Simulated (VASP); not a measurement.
# H (Cmce) in VASP: a series of runs, part 2 of 2

VASP 6.6.1. Earlier steps stand in the parts before.

**3. Single point, PBEsol (strain +0.030 along x and y, +0.000 along z)**

Contents of INCAR:

```
  PREC = Accurate
  ENCUT = 520
  EDIFF = 1E-7
  ISMEAR = 0
  SIGMA = 0.05
  LREAL = F
  LASPH = T
  NELM = 80
  ALGO = Normal
  ISIF = 2
  LWAVE = F
  LCHARG = F
  GGA = PS
  NBANDS = 10
```

Contents of KPOINTS:

```
regular mesh
0
Gamma
  6 6 6
```

Contents of POSCAR:

```
H
1.0
    2.7021858213     -2.6439119613      0.0000000000
    2.7021858213      2.6439119613      0.0000000000
    0.0000000000      0.0000000000      4.1418180000
H
4
Direct
    0.9532956300      0.0467043700      0.0685088900
    0.4532956300      0.5467043700      0.4314911100
    0.5467043700      0.4532956300      0.5685088900
    0.0467043700      0.9532956300      0.9314911100
```

Potentials or basis: VASP PAW PBE potentials, release 64 (H).

Run with:

```console
> cat potpaw_PBE.64/H/POTCAR > POTCAR
> mpirun -np 1 vasp_std > vasp.out
```

OUTCAR:

```text
PREC = Accurate
   ENCUT = 520
   EDIFF = 1E-7
   ISMEAR = 0
   LREAL = F
   LASPH = T
   NELM = 80
   ISIF = 2
   GGA = PS

 ion  position               nearest neighbor table
   1  0.953  0.047  0.069-   4 0.75
   2  0.453  0.547  0.431-   3 0.75
   3  0.547  0.453  0.569-   2 0.75
   4  0.047  0.953  0.931-   1 0.75

  LATTYP: Found a base centered orthorhombic cell.
 ALAT       =     5.2878239226
 B/A-ratio  =     1.0220407717
 C/A-ratio  =     0.7832745683

  Lattice vectors:

 A1 = (  -2.7021858213,  -2.6439119613,   0.0000000000)
 A2 = (   2.7021858213,  -2.6439119613,   0.0000000000)
 A3 = (   0.0000000000,   0.0000000000,   4.1418180000)

Analysis of symmetry for initial positions (statically):
=====================================================================
 Subroutine PRICEL returns:
 Original cell was already a primitive cell.

 Routine SETGRP: Setting up the symmetry group for a
 base centered orthorhombic supercell.

 Subroutine GETGRP returns: Found  8 space group operations
 (whereof  4 operations were pure point group operations)
 out of a pool of  8 trial point group operations.

The static configuration has the point symmetry C_2h.
 The point group associated with its full space group is D_2h.

Analysis of symmetry for dynamics (positions and initial velocities):
=====================================================================
 Subroutine PRICEL returns:
 Original cell was already a primitive cell.

 Routine SETGRP: Setting up the symmetry group for a
 base centered orthorhombic supercell.

 Subroutine GETGRP returns: Found  8 space group operations
 (whereof  4 operations were pure point group operations)
 out of a pool of  8 trial point group operations.

The dynamic configuration has the point symmetry C_2h.
 The point group associated with its full space group is D_2h.

 Subroutine INISYM returns: Found  8 space group operations
[... 126 lines left out ...]
   GGA     = PS    functional components
   LHFCALC =     F    Hartree Fock is set to
   AEXX    =    0.0000 exact exchange contribution
   IVDW    =     0    specifies the selected vdW correction
   LEPSILON=     F    determine dielectric tensor
   LRPA    =     F    only Hartree local field effects (RPA)
 non-spin polarized calculation
 Gauss-broadening in eV      SIGMA  =   0.05
  energy-cutoff  :      520.00
  volume of cell :       59.18
 maximum number of plane-waves:      1608
   NGX = 15   NGY = 15   NGZ = 15

 number of electron       4.0000003 magnetization

 Free energy of the ion-electron system (eV)
  ---------------------------------------------------
  ext. energy  EPLUGINS =         0.00000000
  ---------------------------------------------------
  free energy    TOTEN  =       -13.05562482 eV

  energy without entropy =      -13.05562482  energy(sigma->0) =      -13.05562482

 E-fermi :  -8.2158     XC(G=0):  -4.7516

 val. band max:       -8.4731304833   @ k =   0.0000   0.0000   0.0000
 cond. band min:       0.6675553568   @ k =   0.5000   0.0000   0.5000
 fundamental gap:      9.1406858402
 Fermi energy:        -8.2157776943

 k-point     1 :       0.0000    0.0000    0.0000
  band No.  band energies     occupation
      1     -10.1397      2.00000
      2      -8.4731      2.00000
      3       2.9421      0.00000
      4       3.8379      0.00000
      5       4.1936      0.00000
      6       6.2524      0.00000
      7       6.8277      0.00000
      8       7.9536      0.00000
      9      10.0689      0.00000
     10      10.7615      0.00000
[... 287 lines left out ...]
 k-point    24 :       0.5000    0.3333    0.1667
  band No.  band energies     occupation
      1      -9.0595      2.00000
      2      -8.9354      2.00000
      3       1.2281      0.00000
      4       2.1097      0.00000
      5       3.9298      0.00000
      6       5.2196      0.00000
      7       7.3072      0.00000
      8       8.6013      0.00000
      9       8.9980      0.00000
     10       9.4085      0.00000

 [... further k-points ...]

------------------------ aborting loop because EDIFF is reached ----------------------------------------

  FORCE on cell =-STRESS in cart. coord.  units (eV):
  Direction    XX          YY          ZZ          XY          YZ          ZX
  --------------------------------------------------------------------------------------
  -------------------------------------------------------------------------------------
  Total       -0.0499007      0.0773516      0.1483733      0.0000000     -0.0000000      0.0000000
  in kB       -1.3509330      2.0940959      4.0168273      0.0000000     -0.0000000      0.0000000
  external PRESSURE =       1.5866634 kB  Pullay stress =       0.0000000 kB

 VOLUME and BASIS-vectors are now :
 -----------------------------------------------------------------------------
  energy-cutoff  :      520.00
  volume of cell :       59.18
      direct lattice vectors                 reciprocal lattice vectors
     2.702185821 -2.643911961  0.000000000     0.185035387 -0.189113710  0.000000000
     2.702185821  2.643911961  0.000000000     0.185035387  0.189113710  0.000000000
     0.000000000  0.000000000  4.141818000     0.000000000  0.000000000  0.241439870

 POSITION                                       TOTAL-FORCE (eV/Angst)
 -----------------------------------------------------------------------------------
      2.70219     -2.39695      0.28375         0.000000      0.156233      0.180547
      2.70219      0.24696      1.78716         0.000000      0.156233     -0.180547
      2.70219     -0.24696      2.35466         0.000000     -0.156233      0.180547
      2.70219      2.39695      3.85807         0.000000     -0.156233     -0.180547
 -----------------------------------------------------------------------------------
    total drift:                                0.000000     -0.000000      0.000000

  FREE ENERGIE OF THE ION-ELECTRON SYSTEM (eV)
  ---------------------------------------------------
  free  energy   TOTEN  =       -13.0556248181 eV

  energy  without entropy=      -13.0556248181  energy(sigma->0) =      -13.05562482
```

OSZICAR:

```text
N       E                     dE             d eps       ncg     rms          rms(c)
DAV:   1    -0.956842657796E+01   -0.95684E+01   -0.11705E+03  1040   0.264E+02
DAV:   2    -0.140294920473E+02   -0.44611E+01   -0.44261E+01  1336   0.383E+01
DAV:   3    -0.141408347502E+02   -0.11134E+00   -0.11129E+00  1240   0.516E+00
DAV:   4    -0.141411067689E+02   -0.27202E-03   -0.27202E-03  1176   0.314E-01
DAV:   5    -0.141411077357E+02   -0.96677E-06   -0.96678E-06  1160   0.185E-02    0.602E+00
DAV:   6    -0.133836834295E+02    0.75742E+00   -0.36412E-01  1082   0.220E+00    0.326E+00
DAV:   7    -0.130447362953E+02    0.33895E+00   -0.71715E-01  1088   0.323E+00    0.367E-01
DAV:   8    -0.130565118887E+02   -0.11776E-01   -0.13382E-02  1092   0.463E-01    0.182E-01
DAV:   9    -0.130555920408E+02    0.91985E-03   -0.19536E-03  1156   0.199E-01    0.202E-02
DAV:  10    -0.130556126954E+02   -0.20655E-04   -0.42964E-05  1136   0.354E-02    0.106E-02
DAV:  11    -0.130556246542E+02   -0.11959E-04   -0.13150E-05  1112   0.194E-02    0.648E-04
DAV:  12    -0.130556247774E+02   -0.12326E-06   -0.24708E-07  1150   0.318E-03    0.299E-04
DAV:  13    -0.130556248181E+02   -0.40704E-07   -0.48516E-08  1142   0.139E-03
   1 F= -.13055625E+02 E0= -.13055625E+02  d E =-.407880E-15
```

stdout:

```text
POSCAR found type information on POSCAR H
 POSCAR found :  1 types and       4 ions
 scaLAPACK will be used
 -----------------------------------------------------------------------------
|                                                                             |
|                                                                             |
|     You enforced a specific xc type in the INCAR file but a different       |
|     I HOPE YOU KNOW WHAT YOU ARE DOING!                                     |
|                                                                             |
 -----------------------------------------------------------------------------

 LDA part: xc-table for (Slater+PW92), standard interpolation
 POSCAR, INCAR and KPOINTS ok, starting setup
 FFT: planning ... GRIDC
 FFT: planning ... GRID_SOFT
 FFT: planning ... GRID
 WAVECAR not read
 entering main loop
```

Run time: 14 s. Hardware: 1 thread of Intel Xeon Platinum 8375C at 2.90GHz (Ice Lake), shared host; peak memory 0.16 GiB.

Results:

```
Free energy            : -13.0556 eV
Pressure               : 0.2 GPa
Largest force          : 0.239 eV/Å
Band gap on the k mesh : 9.14 eV (least direct gap 9.71 eV)
```

Forces in eV/Å, atoms in the order of the input:
```
H    0.000  0.156  0.181
H    0.000  0.156 -0.181
H    0.000 -0.156  0.181
H    0.000 -0.156 -0.181
```

Caveat: the cell differs from its parent crystal (strain +0.030 along x and y, +0.000 along z); this functional lacks dispersion, which holds the molecules together, so the pressure and a relaxed volume are unreliable; the PAW data sets were made with another functional, which shifts forces and pressure a little.

**4. Single point, PBEsol (strain +0.015 along x and y, +0.030 along z)**

Contents of INCAR:

```
SYSTEM = H
PREC     = Accurate       ! precision mode
ENCUT    = 520            ! plane-wave cutoff, eV
EDIFF    = 1E-7           ! SCF threshold, eV
ISMEAR   = 0              ! smearing method
SIGMA    = 0.05           ! smearing width, eV
LREAL    = .False.        ! projectors in reciprocal space
LASPH    = .True.         ! aspherical terms in the spheres
NELM     = 60             ! most SCF steps
ALGO     = Normal         ! electronic algorithm
ISIF     = 2              ! what is computed and relaxed
LWAVE    = .False.        ! write WAVECAR
LCHARG   = .False.        ! write CHGCAR
GGA      = PS             ! functional
NBANDS   = 10             ! bands
```

Contents of KPOINTS:

```
Automatic mesh
0
Gamma
  6 6 6
  0 0 0
```

Contents of POSCAR:

```
H
1.0
    2.6628336006     -2.6054083891      0.0000000000
    2.6628336006      2.6054083891      0.0000000000
    0.0000000000      0.0000000000      4.2660725400
H
4
Direct
    0.9532956300      0.0467043700      0.0685088900
    0.4532956300      0.5467043700      0.4314911100
    0.5467043700      0.4532956300      0.5685088900
    0.0467043700      0.9532956300      0.9314911100
```

Run with:

```console
> cat potpaw_PBE.64/H/POTCAR > POTCAR
> mpirun -np 1 vasp_std > vasp.out
```

Run time: 15 s. Hardware: 1 thread of Intel Xeon Platinum 8375C at 2.90GHz (Ice Lake), shared host; peak memory 0.16 GiB.

It converged, with:

| Quantity | Value |
| --- | --- |
| Free energy | -13.0576 eV |
| Pressure | -0.2 GPa |
| Largest force | 0.039 eV/Å |
| Band gap on the k mesh | 9.06 eV (least direct gap 9.63 eV) |

Forces on the atoms (eV/Å):
```
H    0.000 -0.025 -0.030
H    0.000 -0.025  0.030
H    0.000  0.025 -0.030
H    0.000  0.025  0.030
```

Stress tensor (GPa, compression positive):
```
-0.14  0.00  0.00
 0.00 -0.27  0.00
 0.00  0.00 -0.25
```

Levels at points of the mesh, in eV from the valence-band top:
| k point | band 1 | band 2 | band 3 | band 4 | band 5 |
| --- | --- | --- | --- | --- | --- |
| (0.00, 0.00, 0.00) | -1.67 | 0.00 | 10.96 | 12.32 | 12.83 |
| (0.50, 0.00, 0.00) | -0.69 | -0.69 | 10.55 | 10.55 | 13.42 |
| (0.50, 0.50, 0.00) | -0.53 | -0.37 | 9.42 | 10.26 | 13.63 |
| (0.00, 0.00, 0.50) | -0.84 | -0.84 | 10.24 | 10.24 | 15.23 |
| (0.50, 0.00, 0.50) | -0.57 | -0.57 | 9.06 | 9.06 | 15.53 |
| (0.50, 0.50, 0.50) | -0.37 | -0.37 | 10.74 | 10.74 | 12.29 |

Caveat: the cell differs from its parent crystal (strain +0.015 along x and y, +0.030 along z); this functional lacks dispersion, which holds the molecules together, so the pressure and a relaxed volume are unreliable; the PAW data sets were made with another functional, which shifts forces and pressure a little.

**5. The runs side by side**

```tsv
cell	gap on the mesh (eV)	pressure (GPa)	largest force (eV/Å)
a = 3.780, b = 3.780, c = 4.080 Å, angles 90.0, 90.0, 88.8°, 4 atoms	9.18	0.5	0.46
a = 3.780, b = 3.780, c = 4.142 Å, angles 90.0, 90.0, 88.8°, 4 atoms	9.14	0.2	0.24
a = 3.725, b = 3.725, c = 4.266 Å, angles 90.0, 90.0, 88.8°, 4 atoms	9.06	-0.2	0.04
```

Alike in all rows: task single point; level PBEsol; potentials or basis VASP PAW PBE potentials, release 64 (H); no spin polarisation; k mesh 6 × 6 × 6; cutoff (eV) 520; smearing gaussian 0.05 eV.

Caveats: this functional lacks dispersion, which holds the molecules together, so the pressure and a relaxed volume are unreliable; the PAW data sets were made with another functional, which shifts forces and pressure a little.

Total energies depend on the potentials used, so only differences within one code and one set of settings carry meaning.
